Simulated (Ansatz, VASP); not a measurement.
**One calculation of AlN, two programs**

```
CELL_PARAMETERS angstrom
3.11100 0.00000 0.00000
-1.55550 2.69421 0.00000
0.00000 0.00000 4.97800
ATOMIC_POSITIONS crystal
Al 0.33333 0.66667 0.00000
Al 0.66667 0.33333 0.50000
N 0.33333 0.66667 0.38500
N 0.66667 0.33333 0.88500
```

Alike in both runs: task relaxation of cell and atoms; functional PBE; k mesh 6 × 6 × 4; occupations gaussian, width 0.1 eV; no spin polarisation.

|  | VASP | Ansatz |
| --- | --- | --- |
| version | VASP 6.6.1 | Ansatz 0.2.0 |
| potentials or method | VASP PAW PBE potentials, release 64 (Al, N), cutoff 600 eV | scalar-relativistic, plane waves, PAW |
| valence electrons in the cell | 16 | 16 |

VASP gave:

- gap on the k mesh at the Fermi level, each at its own relaxed structure (eV): 4.03
- relaxed volume (Å³/atom): 10.62
- relaxed cell length with the largest relative difference (Å): 4.998

Task: What did Ansatz give for the same quantities?

Result: gap on the k mesh at the Fermi level, each at its own relaxed structure (eV): 4.05; relaxed volume (Å³/atom): 10.64; relaxed cell length with the largest relative difference (Å): 5.021.
